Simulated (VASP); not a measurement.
A run of VASP 6.6.1 is set up as follows.

The input INCAR:

```
PREC = Accurate
ENCUT = 520
EDIFF = 1E-7
ISMEAR = 0
SIGMA = 0.1
LREAL = F
LASPH = T
NELM = 150
ALGO = Normal
ISIF = 2
LWAVE = F
LCHARG = F
ISPIN = 2
MAGMOM = 4 4 4 4 0 0 0 0 0 0
LORBIT = 11
LMAXMIX = 4
GGA = PS
NBANDS = 49
```

The input KPOINTS:

```
regular mesh
0
Gamma
  6 6 6
```

File POSCAR:

```
Fe2O3
1.0
    2.5190000000      1.4543453281      4.5906666667
   -2.5190000000      1.4543453281      4.5906666667
    0.0000000000     -2.9086906562      4.5906666667
Fe O
4 6
Direct
    0.3553000000      0.3553000000      0.3553000000
    0.1447000000      0.1447000000      0.1447000000
    0.6447000000      0.6447000000      0.6447000000
    0.8553000000      0.8553000000      0.8553000000
    0.5559000000      0.9441000000      0.2500000000
    0.2500000000      0.5559000000      0.9441000000
    0.9441000000      0.2500000000      0.5559000000
    0.4441000000      0.0559000000      0.7500000000
    0.7500000000      0.4441000000      0.0559000000
    0.0559000000      0.7500000000      0.4441000000
```

Potentials or basis: VASP PAW PBE potentials, release 64 (Fe, O).

Launch:

```console
$ cat potpaw_PBE.64/Fe/POTCAR potpaw_PBE.64/O/POTCAR > POTCAR
$ mpirun -np 1 vasp_std > vasp.out
```

(1) Estimate the site moments.

(2) Estimate the net moment.

Answers

(1) Fe +3.02; O +0.13 μB.

(2) 13.25 μB per cell.

Caveat: the cell stands under tension.
